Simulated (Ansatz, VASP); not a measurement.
**Two plane-wave programs on B**

File INCAR:

```
SYSTEM = B
PREC     = Accurate       ! precision mode
ENCUT    = 600            ! plane-wave cutoff, eV
EDIFF    = 1E-6           ! SCF threshold, eV
ISMEAR   = -1             ! smearing method
SIGMA    = 0.08           ! smearing width, eV
LREAL    = .False.        ! projectors in reciprocal space
LASPH    = .True.         ! aspherical terms in the spheres
NELM     = 60             ! most SCF steps
ALGO     = Normal         ! electronic algorithm
ISIF     = 3              ! what is computed and relaxed
LWAVE    = .False.        ! write WAVECAR
LCHARG   = .False.        ! write CHGCAR
GGA      = PE             ! functional
IBRION   = 2              ! ionic algorithm
NSW      = 100            ! ionic steps
EDIFFG   = -0.005         ! ionic threshold
```

File KPOINTS:

```
Automatic mesh
0
Gamma
  18 18 18
  0 0 0
```

The input POSCAR:

```
B
1.0
   -1.4062500000      1.4062500000      1.4062500000
    1.4062500000     -1.4062500000      1.4062500000
    1.4062500000      1.4062500000     -1.4062500000
B
1
Direct
    0.0000000000      0.0000000000      0.0000000000
```

Input for Ansatz:

```yaml
crystal:
  lattice:
    - [-1.40625, 1.40625, 1.40625]
    - [1.40625, -1.40625, 1.40625]
    - [1.40625, 1.40625, -1.40625]
  atoms:
    - { symbol: B, position: [0.0, 0.0, 0.0] }
kpoints:
  mp_grid: { grid: [18, 18, 18] }
scf:
  occupations: { method: fermi_dirac, width: 0.08 }
hamiltonian:
  xc: pbe
  pseudopotentials: { kind: paw }
output:
  forces: true
  stress: true
relax:
  f_tol: 0.005
  max_steps: 80
  cell: {}
```

Alike in both runs: task relaxation of cell and atoms; functional PBE; k mesh 18 × 18 × 18; occupations fermi-dirac, width 0.08 eV; no spin polarisation.

|  | VASP | Ansatz |
| --- | --- | --- |
| version | VASP 6.6.1 | Ansatz 0.2.0 |
| potentials or method | VASP PAW PBE potentials, release 64 (B) | PAW with Ansatz's default frozen-core files, scalar-relativistic |
| plane-wave cutoff (eV) | 600 | 420 |
| valence electrons in the cell | 3 | 3 |

|  | VASP | Ansatz | Ansatz less VASP |
| --- | --- | --- | --- |
| relaxed volume (Å³/atom) | 6.14 | 6.14 | +0.002 |
| relaxed cell length with the largest relative difference (Å) | 1.998 | 1.998 | +0.0002 |

Noted on VASP's run: the volume moved by over 15 % at a fixed basis, so the end points are rough.
